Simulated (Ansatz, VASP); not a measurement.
One calculation of KI, two programs

```
CELL_PARAMETERS angstrom
6.14408 0.00000 0.00000
0.00000 6.14408 0.00000
0.00000 0.00000 4.33805
ATOMIC_POSITIONS crystal
K 0.00000 0.00000 0.00000
K 0.50000 0.50000 0.00000
I 0.50000 0.00000 0.51375
I 0.00000 0.50000 0.48625
```

Change from the starting cell: ordered vacancies on the cation sites of antifluorite (P4/nmm, No. 129).

Alike in both runs: functional PBE; k mesh 4 × 4 × 6; occupations gaussian, width 0.02 eV; no spin polarisation.

Ansatz relaxed the structure, and its values are those at the end. VASP's run is a single point on that final structure, the one shown.

|  | VASP | Ansatz |
| --- | --- | --- |
| version | VASP 6.6.1 | Ansatz 0.2.0 |
| potentials or method | VASP PAW PBE potentials, release 64 (K_sv, I), cutoff 520 eV | scalar-relativistic, plane waves, PAW |
| valence electrons in the cell | 32 | 52 |

|  | VASP | Ansatz | Ansatz less VASP |
| --- | --- | --- | --- |
| gap on the k mesh at the Fermi level (eV) | 3.24 | 3.25 | +0.003 |
| least direct gap on the mesh (eV) | 3.24 | 3.25 | +0.003 |
| pressure (GPa) | 0.0 | 0.0 | -0.02 |

The functional is the same, so the differences come from potentials, cutoffs and numerics. VASP's potentials hold 32 valence electrons a cell and Ansatz's 52, so a difference there can come from the potentials and not from the codes.

Neither program's run includes spin-orbit coupling.
